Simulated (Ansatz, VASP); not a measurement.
## Two plane-wave programs on MgO

```
CELL_PARAMETERS angstrom
3.52072 0.00000 0.00000
-1.76036 3.04903 0.00000
0.00000 0.00000 4.23827
ATOMIC_POSITIONS crystal
Mg 0.66667 0.33333 0.75000
Mg 0.33333 0.66667 0.25000
O 0.66667 0.33333 0.25000
O 0.33333 0.66667 0.75000
```

Alike in both runs: task electric field gradients; functional PBE; k mesh 6 × 6 × 6; no spin polarisation.

|  | VASP | Ansatz |
| --- | --- | --- |
| version | VASP 6.6.1 | Ansatz 0.2.0 |
| potentials or method | VASP PAW PBE potentials, release 64 (Mg, O), cutoff 520 eV | scalar-relativistic, plane waves, PAW |
| occupations | gaussian, width 0.01 eV | fixed |
| valence electrons in the cell | 16 | 32 |

```csv
,VASP,Ansatz,Ansatz less VASP
gap on the k mesh at the Fermi level (eV),3.26,3.28,+0.018
least direct gap on the mesh (eV),3.26,3.28,+0.018
pressure (GPa),-0.5,0.0,+0.51
"traceless stress, the component that is largest in VASP (GPa)",-0.10,0.00,+0.097
size of Vzz on the site where it differs most (V/Å²),5.3,5.1,-0.18
```

VASP's potentials hold 16 valence electrons a cell and Ansatz's 32, so a difference there can come from the potentials and not from the codes.
